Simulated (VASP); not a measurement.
Here is a VASP 6.6.1 calculation.

Contents of INCAR:

```
SYSTEM = BN
PREC = Accurate ; ENCUT = 520
EDIFF = 1E-6 ; ISMEAR = 0
SIGMA = 0.01 ; LREAL = .False.
LASPH = .True. ; NELM = 60
ALGO = Normal ; ISIF = 2
LWAVE = .False. ; LCHARG = .False.
GGA = RE ; NBANDS = 16
```

KPOINTS

```
Automatic mesh
0
Gamma
  12 12 4
  0 0 0
```

File POSCAR:

```
BN
1.0
    2.4801602610      0.0000000000      0.0000000000
   -1.2400801305      2.1478817915      0.0000000000
    0.0000000000      0.0000000000      5.4562130883
B N
2 2
Direct
    0.3333333333      0.6666666667      0.2500000000
    0.6666666667      0.3333333333      0.7500000000
    0.3333333333      0.6666666667      0.7500000000
    0.6666666667      0.3333333333      0.2500000000
```

Potentials or basis: VASP PAW PBE potentials, release 64 (B, N).

Run with:

```sh
$ cat potpaw_PBE.64/B/POTCAR potpaw_PBE.64/N/POTCAR > POTCAR
$ mpirun -np 1 vasp_std > vasp.out
```

Task: Estimate the pressure.

Result: 23.0 GPa.

Task: Predict the band gap on the k mesh.

Result: 4.03 eV (least direct gap 4.45 eV).

Stress tensor (GPa, compression positive):
```
23.69  0.00  0.00
 0.00 23.69  0.00
 0.00  0.00 21.57
```

Caveat: the cell stands under pressure; the PAW data sets were made with another functional, which shifts forces and pressure a little. A k mesh can miss the band edges.
